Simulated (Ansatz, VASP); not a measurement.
## Al: VASP beside Ansatz

The input POSCAR:

```
Al
1.0
    0.0000000000      2.0239800000      2.0239800000
    2.0239800000      0.0000000000      2.0239800000
    2.0239800000      2.0239800000      0.0000000000
Al
1
Direct
    0.0000000000      0.0000000000      0.0000000000
```

The input INCAR.step1:

```
  PREC = Accurate
  ENCUT = 520
  ISMEAR = -1
  SIGMA = 0.05
  LREAL = False
  LASPH = True
  NELM = 60
  NBANDS = 8
  GGA = PE
  ALGO = Normal
  EDIFF = 1E-4
  LWAVE = True
  LCHARG = False
```

INCAR.step2

```
  PREC = Accurate
  ENCUT = 520
  EDIFF = 1E-8
  ISMEAR = -1
  SIGMA = 0.05
  LREAL = False
  LASPH = True
  NELM = 60
  ALGO = Normal
  ISIF = 2
  LWAVE = False
  LCHARG = False
  METAGGA = R2SCAN
  LMIXTAU = True
  LEFG = True
  NBANDS = 8
  ISTART = 1
```

The input KPOINTS:

```
regular mesh
0
Gamma
  14 14 14
```

Input for Ansatz:

```yaml
crystal:
  lattice:
    - [0.0, 2.02398, 2.02398]
    - [2.02398, 0.0, 2.02398]
    - [2.02398, 2.02398, 0.0]
  atoms:
    - { symbol: Al, position: [0.0, 0.0, 0.0] }
kpoints:
  mp_grid: { grid: [14, 14, 14] }
  band_path:
    path:
      - [0.0, 0.0, 0.0]
      - [0.5, 0.0, 0.5]
      - [0.625, 0.25, 0.625]
      - [0.375, 0.375, 0.75]
      - [0.0, 0.0, 0.0]
      - [0.5, 0.5, 0.5]
      - [0.5, 0.25, 0.75]
      - [0.5, 0.0, 0.5]
    npoints: 5
scf:
  occupations: { method: fermi_dirac, width: 0.05 }
hamiltonian:
  xc: r2scan
  pseudopotentials: { kind: paw }
output:
  forces: true
  stress: true
  eigenvalues: true
  efg: { contact_densities: true }
```

Alike in both runs: task electric field gradients; functional r2SCAN; k mesh 14 × 14 × 14; occupations fermi-dirac, width 0.05 eV; no spin polarisation.

```csv
,VASP,Ansatz
version,VASP 6.6.1,Ansatz 0.2.0
potentials or method,"VASP PAW PBE potentials, release 64 (Al)","PAW with Ansatz's default frozen-core files, scalar-relativistic"
plane-wave cutoff (eV),520,500
valence electrons in the cell,3,3
```

```tsv
	VASP	Ansatz	Ansatz less VASP
pressure (GPa)	-4.0	-3.7	+0.29
```

VASP's potentials were made for PBE, not for r2SCAN.
